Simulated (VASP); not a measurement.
Write the native input for VASP 6.6.1 that does the following.

- Task: single point
- Functional: PBEsol
- Dispersion: D3(BJ)
- Potentials or basis: VASP PAW PBE potentials, release 64 (W_sv, S)
- Cutoff: 500 eV
- k mesh: 9 × 9 × 2
- Occupations: methfessel-paxton, width 0.05 eV
- Spin: no spin polarisation
- Dipole correction: no
- Further INCAR settings: ALGO = Normal; EDIFF = 1e-06; NBANDS = 35

The structure of WS2 lies in POSCAR:

```
WS2
1.0
    3.1800000000      0.0000000000      0.0000000000
   -1.5900000000      2.7539607800      0.0000000000
    0.0000000000      0.0000000000     12.5000000000
W S
2 4
Direct
    0.3333333300      0.6666666700      0.2500000000
    0.6666666700      0.3333333300      0.7500000000
    0.3333333300      0.6666666700      0.6250000000
    0.6666666700      0.3333333300      0.1250000000
    0.3333333300      0.6666666700      0.8750000000
    0.6666666700      0.3333333300      0.3750000000
```

The input as run:

INCAR

```
  PREC = Accurate
  ENCUT = 500
  EDIFF = 1E-6
  ISMEAR = 1
  SIGMA = 0.05
  LREAL = False
  LASPH = True
  NELM = 120
  ALGO = Normal
  ISIF = 2
  LWAVE = False
  LCHARG = True
  GGA = PS
  IVDW = 12
  LELF = True
  LVHAR = True
  NBANDS = 35
  GGA_COMPAT = False
```

KPOINTS

```
regular mesh
0
Gamma
  9 9 2
```

Potentials or basis: VASP PAW PBE potentials, release 64 (W_sv, S).

Run with:

```sh
$ cat potpaw_PBE.64/W_sv/POTCAR potpaw_PBE.64/S/POTCAR > POTCAR
$ mpirun -np 1 vasp_std > vasp.out
```

Results of the run:

- Pressure: -6.0 GPa
- Largest force: 0.116 eV/Å
- Band gap on the k mesh: 1.12 eV (least direct gap 1.73 eV)
- Dispersion energy per atom: -0.373 eV

Caveat: the cell stands under tension; the PAW data sets were made with another functional, which shifts forces and pressure a little; spin-orbit coupling is left out, which moves the levels of the heavy elements.

Run time: 65 s on 1 thread of AMD EPYC 9R14 (Zen 4), with other jobs on the host, peak memory 0.23 GiB.
